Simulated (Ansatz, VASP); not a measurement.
**Two plane-wave programs on SiC**

POSCAR

```
SiC
1.0
    0.0000000000      2.1495504440      2.1495504440
    2.1495504440      0.0000000000      2.1495504440
    2.1495504440      2.1495504440      0.0000000000
Si C
1 1
Direct
    0.0000000000      0.0000000000      0.0000000000
    0.7500000000      0.7500000000      0.7500000000
```

File INCAR.step1:

```
SYSTEM = SiC
  PREC = Accurate
  ENCUT = 660
  ISMEAR = -1
  SIGMA = 0.05
  LREAL = .FALSE.
  LASPH = .TRUE.
  NELM = 120
  NBANDS = 11
  GGA = PE
  ALGO = Normal
  EDIFF = 1E-5
  LWAVE = .TRUE.
  LCHARG = .FALSE.
  GGA_COMPAT = .FALSE.
```

The input INCAR.step2:

```
SYSTEM = SiC
  PREC = Accurate
  ENCUT = 660
  EDIFF = 1E-6
  ISMEAR = -1
  SIGMA = 0.05
  LREAL = .FALSE.
  LASPH = .TRUE.
  NELM = 120
  ALGO = Normal
  ISIF = 2
  LWAVE = .FALSE.
  LCHARG = .TRUE.
  METAGGA = R2SCAN
  LMIXTAU = .TRUE.
  IVDW = 12
  VDW_S6 = 1.0
  VDW_S8 = 0.78981345
  VDW_A1 = 0.49484001
  VDW_A2 = 5.73083694
  LELF = .TRUE.
  LVHAR = .TRUE.
  NBANDS = 11
  ISTART = 1
  GGA_COMPAT = .FALSE.
```

Contents of KPOINTS:

```
regular mesh
0
G
  10 10 10
  0 0 0
```

The input input.yaml:

```yaml
crystal:
  lattice:
    - [0.0, 2.149550444, 2.149550444]
    - [2.149550444, 0.0, 2.149550444]
    - [2.149550444, 2.149550444, 0.0]
  atoms:
    - { symbol: Si, position: [0.0, 0.0, 0.0] }
    - { symbol: C, position: [0.75, 0.75, 0.75] }
hamiltonian:
  xc: r2scan
  pseudopotentials: { kind: paw }
  dispersion: d3bj
kpoints:
  mp_grid: { grid: [10, 10, 10] }
scf:
  occupations: { method: fermi_dirac, width: 0.05 }
output:
  forces: true
  stress: true
  eigenvalues: true
```

Alike in both runs: task single point; functional r2SCAN; dispersion D3(BJ); k mesh 10 × 10 × 10; occupations fermi-dirac, width 0.05 eV; no spin polarisation.

|  | VASP | Ansatz |
| --- | --- | --- |
| version | VASP 6.6.1 | Ansatz 0.2.0 |
| potentials or method | VASP PAW PBE potentials, release 64 (Si, C) | Ansatz PAW |
| plane-wave cutoff (eV) | 660 | 500 |
| valence electrons in the cell | 8 | 8 |

Ansatz gave:

- gap on the k mesh at the Fermi level (eV): 1.69
- least direct gap on the mesh (eV): 5.10
- pressure (GPa): 7.3

Estimate VASP's values.

gap on the k mesh at the Fermi level (eV): 1.70; least direct gap on the mesh (eV): 5.11; pressure (GPa): 6.9.

VASP's potentials were made for PBE, not for r2SCAN.
